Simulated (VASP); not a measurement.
Input of a VASP 6.6.1 run:

INCAR

```
SYSTEM = Ag3B
  PREC = Accurate
  ENCUT = 520
  EDIFF = 1E-6
  ISMEAR = 0
  SIGMA = 0.1
  LREAL = .FALSE.
  LASPH = .TRUE.
  NELM = 80
  ALGO = Fast
  ISIF = 2
  LWAVE = .FALSE.
  LCHARG = .FALSE.
  GGA = PS
  NBANDS = 26
```

Contents of KPOINTS:

```
Automatic mesh
0
G
  12 12 12
  0 0 0
```

File POSCAR:

```
Ag3B
1.0
    0.0000000000      2.9252490205      2.9252490205
    2.9252490205      0.0000000000      2.9252490205
    2.9252490205      2.9252490205      0.0000000000
B Ag
1 3
Direct
    0.0000000000      0.0000000000      0.0000000000
    0.2500000000      0.2500000000      0.2500000000
    0.7500000000      0.7500000000      0.7500000000
    0.5000000000      0.5000000000      0.5000000000
```

Potentials or basis: VASP PAW PBE potentials, release 64 (B, Ag).

Launch:

```sh
$ cat potpaw_PBE.64/B/POTCAR potpaw_PBE.64/Ag/POTCAR > POTCAR
$ mpirun -np 1 vasp_std > vasp.out
```

**Question.** What does it give for the pressure?

**Answer.** 29.3 GPa.

**Question.** What does it give for the band gap on the k mesh?

**Answer.** Zero (bands 18 and 19 overlap by 4.44 eV).

Caveat: the cell differs from its parent crystal (Sc replaced by B, lengths x 0.915, strained); the cell stands under pressure; the PAW data sets were made with another functional, which shifts forces and pressure a little.
